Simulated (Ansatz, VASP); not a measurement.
**Sn in VASP and in Ansatz**

File INCAR:

```
ALGO = Normal
EDIFF = 1E-6
ENCUT = 520
ISIF = 2
ISMEAR = -1
LASPH = True
LCHARG = True
LELF = True
LREAL = False
LVHAR = True
LWAVE = False
NBANDS = 21
NELM = 80
PREC = Accurate
SIGMA = 0.03
```

Contents of KPOINTS:

```
k-points
0
Gamma
  9 9 9
```

The input POSCAR:

```
Sn
1.0
    0.0000000000      3.2456000000      3.2131440000
    3.2456000000      0.0000000000      3.2131440000
    3.2456000000      3.2456000000      0.0000000000
Sn
2
Direct
    0.5000000000      0.5000000000      0.5000000000
    0.7500000000      0.7500000000      0.7500000000
```

Input for Ansatz:

```yaml
crystal:
  lattice:
    - [0.0, 3.2456, 3.213144]
    - [3.2456, 0.0, 3.213144]
    - [3.2456, 3.2456, 0.0]
  atoms:
    - { symbol: Sn, position: [0.5, 0.5, 0.5] }
    - { symbol: Sn, position: [0.75, 0.75, 0.75] }
kpoints:
  mp_grid: { grid: [9, 9, 9] }
  band_path:
    path:
      - [0.0, 0.0, 0.0]
      - [0.0, 0.5, 0.5]
      - [0.25, 0.75, 0.5]
      - [0.0, 0.5, 0.0]
      - [0.0, 0.0, 0.0]
      - [0.5, 0.5, 0.0]
      - [0.3775380063, 0.6224619937, 0.0]
      - [-0.3775380063, 0.3775380063, 0.0]
      - [0.0, 0.0, 0.0]
    npoints: 5
scf:
  occupations: { method: fermi_dirac, width: 0.03 }
hamiltonian:
  xc: lda
  pseudopotentials: { kind: all_electron, lapw: { basis_error: 0.00025 } }
output:
  forces: true
  stress: true
  eigenvalues: true
```

Change from the starting cell: zz strain of -1 %.

Alike in both runs: task single point; functional LDA; k mesh 9 × 9 × 9; occupations fermi-dirac, width 0.03 eV; no spin polarisation.

|  | VASP | Ansatz |
| --- | --- | --- |
| version | VASP 6.6.1 | Ansatz 0.2.0 |
| potentials or method | VASP PAW LDA potentials, release 64 (Sn_d), cutoff 520 eV | all-electron LAPW, scalar-relativistic |

Ansatz gave:

```
pressure (GPa)                                                : 0.1
traceless stress, the component that is largest in VASP (GPa) : 0.20
```

Problem. What did VASP give for the same quantities?

Solution. Pressure (GPa): 0.1; traceless stress, the component that is largest in VASP (GPa): 0.21.

LDA's correlation is that of Perdew and Zunger in VASP and of Perdew and Wang (1992) in Ansatz. Ansatz ran all-electron here, and VASP with PAW potentials.
